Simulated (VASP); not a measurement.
# Si8C9 (a cell with a defect) in VASP: notebook

The runs below take Si8C9 (a cell with a defect) through single point, relaxation of the atoms, with PBEsol.

All numbers are computed with VASP 6.6.1; they aren't measurements. Logs are shortened: lines on timing, memory, paths and dates and some standing lists are left out, and cuts for length are marked.

## Step 1: The cell of the first run

The cell holds a defect, 17 atoms: a = 6.163 Å, b = 6.163 Å, c = 6.163 Å, α = 60.00°, β = 60.00°, γ = 60.00°.

## Step 2: Single point, PBEsol

INCAR

```
ALGO = Normal
EDIFF = 1E-6
ENCUT = 520
GGA = PS
GGA_COMPAT = False
ISIF = 2
ISMEAR = 0
LASPH = True
LCHARG = True
LELF = True
LREAL = False
LVHAR = True
LWAVE = False
NBANDS = 48
NELM = 120
PREC = Accurate
SIGMA = 0.02
```

KPOINTS

```
k-points
0
Gamma
  2 2 2
```

POSCAR

```
Si8C9
1.0
    0.0000000000      4.3580000000      4.3580000000
    4.3580000000      0.0000000000      4.3580000000
    4.3580000000      4.3580000000      0.0000000000
Si C
8 9
Direct
    0.0000000000      0.0000000000      0.0000000000
   -0.0076026178     -0.0076026178      0.5076026178
   -0.0076026178      0.5076026178     -0.0076026178
   -0.0076026178      0.5076026178      0.5076026178
    0.5076026178     -0.0076026178     -0.0076026178
    0.5076026178     -0.0076026178      0.5076026178
    0.5076026178      0.5076026178     -0.0076026178
    0.5000000000      0.5000000000      0.5000000000
    0.1294806718      0.1294806718      0.1294806718
    0.1294806718      0.1294806718      0.6115579846
    0.1294806718      0.6115579846      0.1294806718
    0.1264739568      0.6245086811      0.6245086811
    0.6115579846      0.1294806718      0.1294806718
    0.6245086811      0.1264739568      0.6245086811
    0.6245086811      0.6245086811      0.1264739568
    0.6245086811      0.6245086811      0.6245086811
    0.2500000000      0.2500000000      0.2500000000
```

Potentials or basis: VASP PAW PBE potentials, release 64 (Si, C).

Started as:

```console
> cat potpaw_PBE.64/Si/POTCAR potpaw_PBE.64/C/POTCAR > POTCAR
> mpirun -np 1 vasp_std > vasp.out
```

OUTCAR:

```text
EDIFF = 1E-6
   ENCUT = 520
   GGA = PS
   ISIF = 2
   ISMEAR = 0
   LASPH = True
   LREAL = False
   NELM = 120
   PREC = Accurate

 ion  position               nearest neighbor table
   1  0.000  0.000  0.000-  10 1.95  11 1.95  13 1.95   9 1.95   4 3.08   7 3.08   2 3.08   4 3.08
                             6 3.08   2 3.08   3 3.08   5 3.08   5 3.08   6 3.08   7 3.08   3 3.08
   2  0.992  0.992  0.508-  12 1.85  14 1.85   9 1.91  10 1.91  17 2.25   4 2.99   5 2.99   6 2.99
                             3 2.99   8 3.08   8 3.08   1 3.08   1 3.08
   3  0.992  0.508  0.992-  12 1.85  15 1.85   9 1.91  11 1.91  17 2.25   4 2.99   5 2.99   7 2.99
                             2 2.99   8 3.08   8 3.08   1 3.08   1 3.08
   4  0.992  0.508  0.508-  16 1.85  12 1.85  10 1.91  11 1.91  17 2.25   3 2.99   6 2.99   7 2.99
                             2 2.99   8 3.08   8 3.08   1 3.08   1 3.08
   5  0.508  0.992  0.992-  14 1.85  15 1.85   9 1.91  13 1.91  17 2.25   3 2.99   6 2.99   7 2.99
                             2 2.99   8 3.08   8 3.08   1 3.08   1 3.08
   6  0.508  0.992  0.508-  16 1.85  14 1.85  10 1.91  13 1.91  17 2.25   4 2.99   5 2.99   7 2.99
                             2 2.99   8 3.08   8 3.08   1 3.08   1 3.08
   7  0.508  0.508  0.992-  16 1.85  15 1.85  11 1.91  13 1.91  17 2.25   4 2.99   5 2.99   6 2.99
                             3 2.99   8 3.08   8 3.08   1 3.08   1 3.08
   8  0.500  0.500  0.500-  12 1.88  14 1.88  15 1.88  16 1.88   6 3.08   7 3.08   4 3.08   3 3.08
                             5 3.08   7 3.08   2 3.08   5 3.08   6 3.08   2 3.08   3 3.08   4 3.08
   9  0.129  0.129  0.129-  17 1.82   3 1.91   5 1.91   2 1.91   1 1.95
  10  0.129  0.129  0.612-  17 1.82   6 1.91   4 1.91   2 1.91   1 1.95
  11  0.129  0.612  0.129-  17 1.82   7 1.91   4 1.91   3 1.91   1 1.95
  12  0.126  0.625  0.625-   2 1.85   3 1.85   4 1.85   8 1.88
  13  0.612  0.129  0.129-  17 1.82   7 1.91   6 1.91   5 1.91   1 1.95
  14  0.625  0.126  0.625-   2 1.85   5 1.85   6 1.85   8 1.88
  15  0.625  0.625  0.126-   3 1.85   5 1.85   7 1.85   8 1.88
  16  0.625  0.625  0.625-   4 1.85   6 1.85   7 1.85   8 1.88
  17  0.250  0.250  0.250-   9 1.82  10 1.82  11 1.82  13 1.82   6 2.25   7 2.25   2 2.25   3 2.25
                             4 2.25   5 2.25

  LATTYP: Found a face centered cubic cell.
 ALAT       =     8.7160000000

  Lattice vectors:

 A1 = (   0.0000000000,   4.3580000000,   4.3580000000)
 A2 = (   4.3580000000,   0.0000000000,   4.3580000000)
 A3 = (   4.3580000000,   4.3580000000,   0.0000000000)

Analysis of symmetry for initial positions (statically):
=====================================================================
 Subroutine PRICEL returns:
 Original cell was already a primitive cell.

 Routine SETGRP: Setting up the symmetry group for a
 face centered cubic supercell.

 Subroutine GETGRP returns: Found 24 space group operations
 (whereof 24 operations were pure point group operations)
 out of a pool of 48 trial point group operations.

The static configuration has the point symmetry T_d .

Analysis of symmetry for dynamics (positions and initial velocities):
=====================================================================
 Subroutine PRICEL returns:
 Original cell was already a primitive cell.

 Routine SETGRP: Setting up the symmetry group for a
 face centered cubic supercell.

 Subroutine GETGRP returns: Found 24 space group operations
 (whereof 24 operations were pure point group operations)
 out of a pool of 48 trial point group operations.

The dynamic configuration has the point symmetry T_d .

 Subroutine INISYM returns: Found 24 space group operations
 (whereof 24 operations are pure point group operations),
 and found     1 'primitive' translations

----------------------------------------------------------------------------------------

                                     Primitive cell

  volume of cell :     165.5357

  direct lattice vectors                    reciprocal lattice vectors
     0.000000000  4.358000000  4.358000000    -0.114731528  0.114731528  0.114731528
     4.358000000  0.000000000  4.358000000     0.114731528 -0.114731528  0.114731528
     4.358000000  4.358000000  0.000000000     0.114731528  0.114731528 -0.114731528

  length of vectors
     6.163142705  6.163142705  6.163142705     0.198720836  0.198720836  0.198720836

  position of ions in fractional coordinates (direct lattice)
     0.000000000  0.000000000  0.000000000
     0.992397382  0.992397382  0.507602618
     0.992397382  0.507602618  0.992397382
     0.992397382  0.507602618  0.507602618
     0.507602618  0.992397382  0.992397382
     0.507602618  0.992397382  0.507602618
[... 9 lines left out ...]
     0.624508681  0.624508681  0.624508681
     0.250000000  0.250000000  0.250000000

  ion indices of the primitive-cell ions
   primitive index   ion index
                 1           1
                 2           2
                 3           3
                 4           4
                 5           5
                 6           6
[... 9 lines left out ...]
                16          16
                17          17

----------------------------------------------------------------------------------------

 KPOINTS: k-points

Automatic generation of k-mesh.
 Grid dimensions read from file:
 generate k-points for:    2    2    2

 Generating k-lattice:

  Cartesian coordinates                     Fractional coordinates (reciprocal lattice)
    -0.057365764  0.057365764  0.057365764     0.500000000  0.000000000  0.000000000
     0.057365764 -0.057365764  0.057365764     0.000000000  0.500000000  0.000000000
     0.057365764  0.057365764 -0.057365764     0.000000000  0.000000000  0.500000000

  Length of vectors
     0.099360418  0.099360418  0.099360418

  Shift w.r.t. Gamma in fractional coordinates (k-lattice)
     0.000000000  0.000000000  0.000000000

 Subroutine IBZKPT returns following result:
 ===========================================

 Found      3 irreducible k-points:

 Following reciprocal coordinates:
            Coordinates               Weight
  0.000000  0.000000  0.000000      1.000000
  0.500000  0.000000  0.000000      4.000000
  0.500000  0.500000  0.000000      3.000000
   k-points           NKPTS =      3   k-points in BZ     NKDIM =      3   number of bands    NBANDS=     48
   number of dos      NEDOS =    301   number of ions     NIONS =     17
   total plane-waves  NPLWV = 110592
   dimension x,y,z NGX =    48 NGY =   48 NGZ =   48
   dimension x,y,z NGXF=    96 NGYF=   96 NGZF=   96
   ions per type =               8   9
   NGX,Y,Z   is equivalent  to a cutoff of  12.95, 12.95, 12.95 a.u.
   NGXF,Y,Z  is equivalent  to a cutoff of  25.90, 25.90, 25.90 a.u.
 SYSTEM =  unknown system
   PREC   = accura    normal or accurate (medium, high low for compatibility)
   ISTART =      0    job   : 0-new  1-cont  2-samecut
   ICHARG =      2    charge: 1-file 2-atom 10-const
   ISPIN  =      1    spin polarized calculation?
   LNONCOLLINEAR =      F non collinear calculations
   LSORBIT =      F    spin-orbit coupling
   LASPH  =      T    aspherical Exc in radial PAW
   ENCUT  =  520.0 eV  38.22 Ry    6.18 a.u.  11.46 11.46 11.46*2*pi/ulx,y,z
   NELM   =    120;   NELMIN=  2; NELMDL= -5     # of ELM steps
   EDIFF  = 0.1E-05   stopping-criterion for ELM
   LREAL  =      F    real-space projection
   EDIFFG = 0.1E-04   stopping-criterion for IOM
   NSW    =      0    number of steps for IOM
   IBRION =     -1    ionic relax: 0-MD 1-quasi-New 2-CG
   NFREE  =      0    steps in history (QN), initial steepest desc. (CG)
   ISIF   =      2    stress and relaxation
   ISYM   =      2    0-nonsym 1-usesym 2-fastsym
   POTIM  = 0.5000    time-step for ionic-motion
   TEBEG  =    0.0;   TEEND  =   0.0 temperature during run
   PSTRESS=    0.0 pullay stress
   NELECT =      68.0000    total number of electrons
   NUPDOWN=      -1.0000    fix difference up-down
   EMIN   =  10.00;   EMAX   =-10.00  energy-range for DOS
   EFERMI =   0.00;   METHOD = LEGACY
   ISMEAR =     0;   SIGMA  =   0.02  broadening in eV -4-tet -1-fermi 0-gaus
   EFERMI_NEDOS =   21; number of points for ismear=-14 and -15
   IALGO  =     38    algorithm
   IMIX   =      4    mixing-type and parameters
     AMIX     =   0.40;   BMIX     =  1.00
     AMIX_MAG =   1.60;   BMIX_MAG =  1.00
  volume/ion in A,a.u.               =       9.74        65.71
  Fermi-wavevector in a.u.,A,eV,Ry     =   1.216972  2.299744 20.150511  1.481021
  Thomas-Fermi vector in A             =   2.352308
   LORBIT       =      0    0 simple, 1 ext, 2 COOP (PROOUT), +10 PAW based schemes
   GGA     = PS    functional components
   LHFCALC =     F    Hartree Fock is set to
   AEXX    =    0.0000 exact exchange contribution
   IVDW    =     0    specifies the selected vdW correction
   LEPSILON=     F    determine dielectric tensor
   LRPA    =     F    only Hartree local field effects (RPA)
 non-spin polarized calculation
 Gauss-broadening in eV      SIGMA  =   0.02
  energy-cutoff  :      520.00
  volume of cell :      165.54
 maximum number of plane-waves:      4477
 NGX is ok and might be reduce to    48
   NGX = 23   NGY = 23   NGZ = 23

 number of electron      68.0000002 magnetization

 Free energy of the ion-electron system (eV)
  ---------------------------------------------------
  ext. energy  EPLUGINS =         0.00000000
  ---------------------------------------------------
  free energy    TOTEN  =      -126.05506520 eV

  energy without entropy =     -126.04942330  energy(sigma->0) =     -126.05224425

 E-fermi :  11.0994     XC(G=0): -11.7573

 val. band max:       11.0993923280   @ k =   0.5000   0.0000   0.0000
 cond. band min:      11.3660011222   @ k =   0.5000   0.0000   0.0000
 fundamental gap:      0.2666087942
 Fermi energy:        11.0993923280

 k-point     1 :       0.0000    0.0000    0.0000
  band No.  band energies     occupation
      1      -8.1927      2.00000
      2      -4.9336      2.00000
      3      -3.9995      2.00000
      4      -3.9995      2.00000
      5      -3.9995      2.00000
      6      -2.4231      2.00000
[... 38 lines left out ...]
     45      13.7342      0.00000
     46      14.3991      0.00000

 k-point     2 :       0.5000    0.0000    0.0000
  band No.  band energies     occupation
      1      -7.7193      2.00000
      2      -6.0440      2.00000
      3      -4.1715      2.00000
      4      -3.8471      2.00000
      5      -3.8471      2.00000
      6      -3.1976      2.00000
[... 38 lines left out ...]
     45      16.1243      0.00000
     46      16.1285      0.00000

 k-point     3 :       0.5000    0.5000    0.0000
  band No.  band energies     occupation
      1      -7.5891      2.00000
      2      -5.5769      2.00000
      3      -4.9041      2.00000
      4      -4.4662      2.00000
      5      -4.4662      2.00000
      6      -3.9208      2.00000
[... 38 lines left out ...]
     45      15.5261      0.00000
     46      16.4358      0.00000
 [bands above 46 left out]

------------------------ aborting loop because EDIFF is reached ----------------------------------------

  FORCE on cell =-STRESS in cart. coord.  units (eV):
  Direction    XX          YY          ZZ          XY          YZ          ZX
  --------------------------------------------------------------------------------------
  -------------------------------------------------------------------------------------
  Total       11.6739447     11.6739447     11.6739447      0.0000000      0.0000000      0.0000000
  in kB      112.9890980    112.9890980    112.9890980      0.0000000      0.0000000      0.0000000
  external PRESSURE =     112.9890980 kB  Pullay stress =       0.0000000 kB

 VOLUME and BASIS-vectors are now :
 -----------------------------------------------------------------------------
  energy-cutoff  :      520.00
  volume of cell :      165.54
      direct lattice vectors                 reciprocal lattice vectors
     0.000000000  4.358000000  4.358000000    -0.114731528  0.114731528  0.114731528
     4.358000000  0.000000000  4.358000000     0.114731528 -0.114731528  0.114731528
     4.358000000  4.358000000  0.000000000     0.114731528  0.114731528 -0.114731528

 POSITION                                       TOTAL-FORCE (eV/Angst)
 -----------------------------------------------------------------------------------
      0.00000      0.00000      0.00000        -0.000000     -0.000000     -0.000000
      6.53700      6.53700      8.64974        -0.000000     -0.000000     -0.034197
      6.53700      8.64974      6.53700        -0.000000     -0.034197     -0.000000
      4.42426      6.53700      6.53700         0.034197     -0.000000     -0.000000
      8.64974      6.53700      6.53700        -0.034197     -0.000000     -0.000000
      6.53700      4.42426      6.53700        -0.000000      0.034197     -0.000000
[... 9 lines left out ...]
      5.44322      5.44322      5.44322         0.006568      0.006568      0.006568
      2.17900      2.17900      2.17900        -0.000000     -0.000000     -0.000000
 -----------------------------------------------------------------------------------
    total drift:                               -0.000001     -0.000001     -0.000001

  FREE ENERGIE OF THE ION-ELECTRON SYSTEM (eV)
  ---------------------------------------------------
  free  energy   TOTEN  =      -126.0550651964 eV

  energy  without entropy=     -126.0494233005  energy(sigma->0) =     -126.05224425
```

Run time: 27 s. Hardware: 1 thread of AMD EPYC 9R45 (Zen 5), shared host; peak memory 0.27 GiB.

Results:

```yaml
Free_energy: -126.0551 eV
Pressure: 11.3 GPa
Largest_force: 0.073 eV/Å
Band_gap_on_the_k_mesh: zero (bands 34 and 35 overlap by 1.75 eV)
```

Forces in eV/Å, atoms in the order of the input:
```
Si   0.000  0.000  0.000
Si   0.000  0.000 -0.034
Si   0.000 -0.034  0.000
Si   0.034  0.000  0.000
Si  -0.034  0.000  0.000
Si   0.000  0.034  0.000
Si   0.000  0.000  0.034
Si   0.000  0.000  0.000
C    0.042  0.042  0.042
C   -0.042 -0.042  0.042
C   -0.042  0.042 -0.042
C    0.007 -0.007 -0.007
C    0.042 -0.042 -0.042
C   -0.007  0.007 -0.007
C   -0.007 -0.007  0.007
C    0.007  0.007  0.007
C    0.000  0.000  0.000
```

Caveat: the k points lie up to 0.62 Å⁻¹ apart, too coarse for converged energies and pressures of a metal; the PAW data sets were made with another functional, which shifts forces and pressure a little.

## Step 3: Relaxation of the atoms, PBEsol

INCAR

```
SYSTEM = Si8C9
ALGO = Normal
EDIFF = 1E-7
EDIFFG = -0.05
ENCUT = 520
GGA = PS
GGA_COMPAT = .FALSE.
IBRION = 2
ISIF = 2
ISMEAR = 0
LASPH = .TRUE.
LCHARG = .FALSE.
LREAL = .FALSE.
LWAVE = .FALSE.
NELM = 120
NELMIN = 4
NSW = 45
PREC = Accurate
SIGMA = 0.02
```

KPOINTS

```
k-points
0
G
  2 2 2
  0 0 0
```

POSCAR

```
Si8C9
1.0
    0.0000000000      4.3580000000      4.3580000000
    4.3580000000      0.0000000000      4.3580000000
    4.3580000000      4.3580000000      0.0000000000
Si C
8 9
Direct
    0.0000000000      0.0000000000      0.0000000000
    0.0000000000      0.0000000000      0.5000000000
    0.0000000000      0.5000000000      0.0000000000
    0.0000000000      0.5000000000      0.5000000000
    0.5000000000      0.0000000000      0.0000000000
    0.5000000000      0.0000000000      0.5000000000
    0.5000000000      0.5000000000      0.0000000000
    0.5000000000      0.5000000000      0.5000000000
    0.1250000000      0.1250000000      0.1250000000
    0.1250000000      0.1250000000      0.6250000000
    0.1250000000      0.6250000000      0.1250000000
    0.1250000000      0.6250000000      0.6250000000
    0.6250000000      0.1250000000      0.1250000000
    0.6250000000      0.1250000000      0.6250000000
    0.6250000000      0.6250000000      0.1250000000
    0.6250000000      0.6250000000      0.6250000000
    0.2500000000      0.2500000000      0.2500000000
```

Potentials or basis: VASP PAW PBE potentials, release 64 (Si, C).

Started as:

```console
> cat potpaw_PBE.64/Si/POTCAR potpaw_PBE.64/C/POTCAR > POTCAR
> mpirun -np 1 vasp_std > vasp.out
```

It took 5.4 min on 1 thread of AMD EPYC 9R45 (Zen 5), shared host; peak memory 0.28 GiB.

Results (log left out):

```yaml
Free_energy: -126.2530 eV
Energy_gained_by_relaxing: 28.0 meV/atom
Ionic_steps: 21
Pressure_after_relaxing: 14.9 GPa
Largest_force_after_relaxing: 0.019 eV/Å
Band_gap_on_the_k_mesh: zero (bands 34 and 35 overlap by 1.38 eV)
```

Forces on the atoms (eV/Å):
```
Si   0.000  0.000  0.000
Si   0.000  0.000  0.003
Si   0.000  0.003  0.000
Si  -0.003  0.000  0.000
Si   0.003  0.000  0.000
Si   0.000 -0.003  0.000
Si   0.000  0.000 -0.003
Si   0.000  0.000  0.000
C   -0.011 -0.011 -0.011
C    0.011  0.011 -0.011
C    0.011 -0.011  0.011
C    0.007 -0.007 -0.007
C   -0.011  0.011  0.011
C   -0.007  0.007 -0.007
C   -0.007 -0.007  0.007
C    0.007  0.007  0.007
C    0.000  0.000  0.000
```

Step by step:
| step | energy change (eV) | largest force (eV/Å) | pressure (GPa) |
| --- | --- | --- | --- |
| 1 | 0.0000 | 1.5126 | 11.56 |
| 2 | -0.1577 | 0.8153 | 10.81 |
| 3 | -0.2337 | 0.2990 | 11.02 |
| 4 | -0.2337 | 0.2849 | 11.03 |
| 5 | -0.2471 | 0.2108 | 11.03 |
| 6 | -0.2631 | 0.1298 | 11.07 |
| 7 | -0.2676 | 0.3818 | 11.40 |
| 8 | -0.2764 | 0.3262 | 11.47 |
| 9 | -0.3016 | 0.2199 | 11.73 |
| 10 | -0.3518 | 0.3010 | 12.45 |
| 11 | -0.4005 | 0.8938 | 14.76 |
| 12 | -0.4018 | 0.6146 | 13.74 |
| 13 | -0.4059 | 0.7290 | 14.14 |
| 14 | -0.4117 | 0.7500 | 14.35 |
| 15 | -0.4185 | 0.8034 | 14.90 |
| 16 | -0.4274 | 0.7420 | 14.90 |
| 17 | -0.4493 | 0.5584 | 14.88 |
| 18 | -0.4728 | 0.1951 | 14.89 |
| 19 | -0.4745 | 0.0668 | 14.90 |
| 20 | -0.4748 | 0.0528 | 14.92 |
| 21 | -0.4752 | 0.0187 | 14.95 |

Final structure:
```xyz
17
Lattice="0.0000 4.3580 4.3580 4.3580 0.0000 4.3580 4.3580 4.3580 0.0000" Properties=species:S:1:pos:R:3 pbc="T T T"
Si    0.0000    0.0000    0.0000
Si    6.5370    6.5370    8.6182
Si    6.5370    8.6182    6.5370
Si    4.4558    6.5370    6.5370
Si    8.6182    6.5370    6.5370
Si    6.5370    4.4558    6.5370
Si    6.5370    6.5370    4.4558
Si    4.3580    4.3580    4.3580
C     1.2482    1.2482    1.2482
C     3.1098    3.1098    1.2482
C     3.1098    1.2482    3.1098
C     5.4376    3.2784    3.2784
C     1.2482    3.1098    3.1098
C     3.2784    5.4376    3.2784
C     3.2784    3.2784    5.4376
C     5.4376    5.4376    5.4376
C     2.1790    2.1790    2.1790
```

Levels at points of the mesh, in eV from the Fermi level:
```
           k point  band 31  band 32  band 33  band 34  band 35  band 36  band 37  band 38
(0.00, 0.00, 0.00)    -3.09    -3.09    -3.09    -1.38    -1.38    -1.38     1.92     2.17
(0.50, 0.00, 0.00)    -3.22    -3.22    -2.27     0.00     0.37     0.37     1.11     1.11
(0.50, 0.50, 0.00)    -3.99    -3.52    -0.89    -0.37     1.14     1.14     1.25     1.50
```

Caveat: the k points lie up to 0.62 Å⁻¹ apart, too coarse for converged energies and pressures of a metal; the PAW data sets were made with another functional, which shifts forces and pressure a little.

The gap in the log of VASP goes by the Fermi energy; the results here count the filled bands.